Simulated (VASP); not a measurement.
# ICs in VASP: further runs

The runs below take ICs through single point, with revPBE.

Program: VASP 6.6.1. These are calculated values, not measurements. Logs are shortened: lines on timing, memory, paths and dates and some standing lists are left out, and cuts for length are marked.

## (1) The cell of the first run

The cell holds a molecule in a box, 2 atoms: a = 9.000 Å, b = 9.000 Å, c = 13.000 Å, α = 90.00°, β = 90.00°, γ = 90.00°.

## (2) Single point, revPBE

Input file INCAR:

```
GGA = RE
ISMEAR = 0
SIGMA = 0.03
LWAVE = False
LCHARG = False
ISIF = 0
PREC = Accurate
LASPH = True
LREAL = Auto
ALGO = Normal
EDIFF = 1E-6
NELM = 120
GGA_COMPAT = False
ENCUT = 290
EFERMI = MIDGAP
NBANDS = 18
ROPT = -0.00025 -0.00025
ADDGRID = False
```

Input file KPOINTS:

```
k-points
0
Gamma
  1 1 1
```

Input file POSCAR:

```
CsI
1.0
    9.0000000000      0.0000000000      0.0000000000
    0.0000000000      9.0000000000      0.0000000000
    0.0000000000      0.0000000000     13.0000000000
I Cs
1 1
Direct
    0.5014444400      0.5023333300      0.3751080000
    0.5014444400      0.5023333300      0.6301227700
```

Potentials or basis: VASP PAW PBE potentials, release 64 (I, Cs_sv).

Started as:

```sh
cat potpaw_PBE.64/I/POTCAR potpaw_PBE.64/Cs_sv/POTCAR > POTCAR
mpirun -np 1 vasp_gam > vasp.out
```

OUTCAR:

```text
GGA = RE
   ISMEAR = 0
   ISIF = 0
   PREC = Accurate
   LASPH = True
   LREAL = Auto
   EDIFF = 1E-6
   NELM = 120
   ENCUT = 290
   EFERMI = MIDGAP

 Found      1 irreducible k-points:

 Following reciprocal coordinates:
            Coordinates               Weight
  0.000000  0.000000  0.000000      1.000000
   k-points           NKPTS =      1   k-points in BZ     NKDIM =      1   number of bands    NBANDS=     18
   number of dos      NEDOS =    301   number of ions     NIONS =      2
   total plane-waves  NPLWV = 180000
   dimension x,y,z NGX =    50 NGY =   50 NGZ =   72
   dimension x,y,z NGXF=   100 NGYF=  100 NGZF=  144
   ions per type =               1   1
   NGX,Y,Z   is equivalent  to a cutoff of   9.24,  9.24,  9.21 a.u.
   NGXF,Y,Z  is equivalent  to a cutoff of  18.47, 18.47, 18.41 a.u.
 SYSTEM =  unknown system
   PREC   = accura    normal or accurate (medium, high low for compatibility)
   ISTART =      0    job   : 0-new  1-cont  2-samecut
   ICHARG =      2    charge: 1-file 2-atom 10-const
   ISPIN  =      1    spin polarized calculation?
   LNONCOLLINEAR =      F non collinear calculations
   LSORBIT =      F    spin-orbit coupling
   LASPH  =      T    aspherical Exc in radial PAW
   ENCUT  =  290.0 eV  21.31 Ry    4.62 a.u.  12.50 12.50 18.05*2*pi/ulx,y,z
   NELM   =    120;   NELMIN=  2; NELMDL= -5     # of ELM steps
   EDIFF  = 0.1E-05   stopping-criterion for ELM
   LREAL  =      T    real-space projection
   EDIFFG = 0.1E-04   stopping-criterion for IOM
   NSW    =      0    number of steps for IOM
   IBRION =     -1    ionic relax: 0-MD 1-quasi-New 2-CG
   NFREE  =      0    steps in history (QN), initial steepest desc. (CG)
   ISIF   =      0    stress and relaxation
   ISYM   =      2    0-nonsym 1-usesym 2-fastsym
   POTIM  = 0.5000    time-step for ionic-motion
   TEBEG  =    0.0;   TEEND  =   0.0 temperature during run

   SCALEE = 1.0000    scale energy and forces
   PSTRESS=    0.0 pullay stress
   NELECT =      16.0000    total number of electrons
   NUPDOWN=      -1.0000    fix difference up-down
   EMIN   =  10.00;   EMAX   =-10.00  energy-range for DOS
   EFERMI =   0.00;   METHOD = MIDGAP
   ISMEAR =     0;   SIGMA  =   0.03  broadening in eV -4-tet -1-fermi 0-gaus
   EFERMI_NEDOS =   21; number of points for ismear=-14 and -15
   IALGO  =     38    algorithm
   IMIX   =      4    mixing-type and parameters
     AMIX     =   0.40;   BMIX     =  1.00
     AMIX_MAG =   1.60;   BMIX_MAG =  1.00
  volume/ion in A,a.u.               =     526.50      3553.00
  Fermi-wavevector in a.u.,A,eV,Ry     =   0.405482  0.766251  2.237015  0.164416
  Thomas-Fermi vector in A             =   1.357813
   LORBIT       =      0    0 simple, 1 ext, 2 COOP (PROOUT), +10 PAW based schemes
   GGA     = RE    functional components
   LHFCALC =     F    Hartree Fock is set to
   AEXX    =    0.0000 exact exchange contribution
   IVDW    =     0    specifies the selected vdW correction
   LEPSILON=     F    determine dielectric tensor
   LRPA    =     F    only Hartree local field effects (RPA)

   CSHIFT  =0.1000    complex shift for real part using Kramers Kronig

   OMEGAMAX=  -1.0    maximum frequency
 non-spin polarized calculation
 Gauss-broadening in eV      SIGMA  =   0.03
  energy-cutoff  :      290.00
  volume of cell :     1053.00
 maximum number of plane-waves:      5911
 NGX is ok and might be reduce to    50
   NGX = 25   NGY = 25   NGZ = 37

 number of electron      15.9999997 magnetization

 Free energy of the ion-electron system (eV)
  ---------------------------------------------------
  ext. energy  EPLUGINS =         0.00000000
  ---------------------------------------------------
  free energy    TOTEN  =        -3.84171404 eV

  energy without entropy =       -3.84171404  energy(sigma->0) =       -3.84171404

 E-fermi :  -2.6118     XC(G=0):  -1.5456

 val. band max:       -3.8087870590   @ k =   0.0000   0.0000   0.0000
 cond. band min:      -1.4148816868   @ k =   0.0000   0.0000   0.0000
 fundamental gap:      2.3939053722
 Fermi energy:        -2.6118343729

 k-point     1 :       0.0000    0.0000    0.0000
  band No.  band energies     occupation
      1     -26.2227      2.00000
      2     -13.9549      2.00000
      3     -13.1062      2.00000
      4     -13.1062      2.00000
      5     -12.7070      2.00000
      6      -4.0119      2.00000
[... 10 lines left out ...]
     17       1.1992      0.00000
     18       1.1992      0.00000

------------------------ aborting loop because EDIFF is reached ----------------------------------------

 VOLUME and BASIS-vectors are now :
 -----------------------------------------------------------------------------
  energy-cutoff  :      290.00
  volume of cell :     1053.00
      direct lattice vectors                 reciprocal lattice vectors
     9.000000000  0.000000000  0.000000000     0.111111111  0.000000000  0.000000000
     0.000000000  9.000000000  0.000000000     0.000000000  0.111111111  0.000000000
     0.000000000  0.000000000 13.000000000     0.000000000  0.000000000  0.076923077

 POSITION                                       TOTAL-FORCE (eV/Angst)
 -----------------------------------------------------------------------------------
      4.51300      4.52100      4.87640         0.000000     -0.000000     -0.112718
      4.51300      4.52100      8.19160         0.000000      0.000000      0.112718
 -----------------------------------------------------------------------------------
    total drift:                                0.000039      0.000049      0.000592

  FREE ENERGIE OF THE ION-ELECTRON SYSTEM (eV)
  ---------------------------------------------------
  free  energy   TOTEN  =        -3.8417140426 eV

  energy  without entropy=       -3.8417140426  energy(sigma->0) =       -3.84171404
```

It took 40 s on 1 thread of Intel Xeon Platinum 8259CL at 2.50GHz (Skylake/Cascade Lake), shared host; peak memory 0.4 GiB.

Results:

- Free energy: -3.8417 eV
- Largest force: 0.113 eV/Å
- Gap between the frontier levels: 2.39 eV

Forces on the atoms (eV/Å):
```
I    0.000  0.000 -0.113
Cs   0.000  0.000  0.113
```

Caveat: the PAW data sets were made with another functional, which shifts forces and pressure a little; spin-orbit coupling is left out, which moves the levels of the heavy elements.

## (3) Single point, revPBE

Input file INCAR:

```
GGA = RE
ISMEAR = 0
SIGMA = 0.03
LWAVE = False
LCHARG = False
ISIF = 0
PREC = Accurate
LASPH = True
LREAL = False
ALGO = Normal
EDIFF = 1E-8
NELM = 120
GGA_COMPAT = False
ENCUT = 550
EFERMI = MIDGAP
NBANDS = 28
ADDGRID = False
```

KPOINTS is that of step 2.

POSCAR is that of step 2.

Potentials or basis: VASP PAW PBE potentials, release 64 (I, Cs_sv).

Started as:

```sh
cat potpaw_PBE.64/I/POTCAR potpaw_PBE.64/Cs_sv/POTCAR > POTCAR
mpirun -np 1 vasp_gam > vasp.out
```

It took 2.5 min on 1 thread of Intel Xeon Platinum 8259CL at 2.50GHz (Skylake/Cascade Lake), shared host; peak memory 0.87 GiB.

The run converged. Its results:

| Quantity | Value |
| --- | --- |
| Free energy | -3.8406 eV |
| Largest force | 0.112 eV/Å |
| Gap between the frontier levels | 2.39 eV |

Forces on the atoms (eV/Å):
```
I    0.000  0.000 -0.112
Cs   0.000  0.000  0.112
```

Levels at points of the mesh, in eV from the valence-band top:
```csv
k point,band 4,band 5,band 6,band 7,band 8,band 9,band 10,band 11,band 12,band 13
"(0.00, 0.00, 0.00)",-9.30,-8.90,-0.20,0.00,0.00,2.39,3.82,3.87,4.10,4.10
```

Caveat: the PAW data sets were made with another functional, which shifts forces and pressure a little; spin-orbit coupling is left out, which moves the levels of the heavy elements.
